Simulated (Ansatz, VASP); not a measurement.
**One calculation of TiO2, two programs**

File INCAR:

```
ALGO = Normal ; EDIFF = 1E-6
ENCUT = 520 ; GGA = PE
ISIF = 2 ; ISMEAR = 0
IVDW = 12 ; LASPH = T
LCHARG = F ; LDAU = T
LDAUJ = 0 0 ; LDAUL = 2 -1
LDAUPRINT = 1 ; LDAUTYPE = 2
LDAUU = 4 0 ; LMAXMIX = 4
LREAL = F ; LWAVE = F
NBANDS = 19 ; NELM = 150
PREC = Accurate ; SIGMA = 0.05
```

KPOINTS

```
k-points
0
Gamma
  9 9 9
```

POSCAR

```
TiO2
1.0
    1.4689500000      0.8480986779      5.9525666667
   -1.4689500000      0.8480986779      5.9525666667
    0.0000000000     -1.6961973559      5.9525666667
Ti O
1 2
Direct
    0.0000000000      0.0000000000      0.0000000000
    0.6017580785      0.6017580785      0.6017580785
    0.3982419215      0.3982419215      0.3982419215
```

Input for Ansatz:

```yaml
crystal:
  lattice:
    - [1.46895, 0.8480986779, 5.9525666667]
    - [-1.46895, 0.8480986779, 5.9525666667]
    - [0.0, -1.6961973559, 5.9525666667]
  atoms:
    - { symbol: Ti, position: [0.0, 0.0, 0.0] }
    - { symbol: O, position: [0.6017580785, 0.6017580785, 0.6017580785] }
    - { symbol: O, position: [0.3982419215, 0.3982419215, 0.3982419215] }
basis:
  ecutwfc: 520.0
kpoints:
  mp_grid: { grid: [9, 9, 9] }
hamiltonian:
  xc: pbe
  pseudopotentials: { kind: paw, azcp: { folder: soft_1 } }
  dispersion: d3bj
  hubbard: { sites: [{ species: Ti, l: d, u_eff: 4.0 }] }
scf:
  occupations: { method: gaussian, width: 0.05 }
output:
  forces: true
  stress: true
  eigenvalues: true
```

Alike in both runs: task single point; functional PBE; dispersion D3(BJ); k mesh 9 × 9 × 9; occupations gaussian, width 0.05 eV; no spin polarisation; Hubbard terms Ti d U = 4.0 eV.

```csv
,VASP,Ansatz
version,VASP 6.6.1,Ansatz 0.2.0
potentials or method,"VASP PAW PBE potentials, release 64 (Ti_sv, O), cutoff 520 eV","scalar-relativistic, plane waves, PAW"
valence electrons in the cell,24,24
```

VASP gave:

| Item | Value |
| --- | --- |
| gap on the k mesh at the Fermi level (eV) | 2.59 |
| least direct gap on the mesh (eV) | 3.10 |
| pressure (GPa) | -8.3 |
| traceless stress, the component that is largest in VASP (GPa) | -16.56 |
| rms of the force components (eV/Å) | 1.314 |

**Question.** Which values does Ansatz return?

**Answer.** gap on the k mesh at the Fermi level (eV): 2.54; least direct gap on the mesh (eV): 3.01; pressure (GPa): -10.8; traceless stress, the component that is largest in VASP (GPa): -16.87; rms of the force components (eV/Å): 1.480.

The programs project onto different local orbitals, so the same U acts differently, and such runs can settle in different states. Atom by atom the forces differ by 0.166 eV/Å (rms over components).
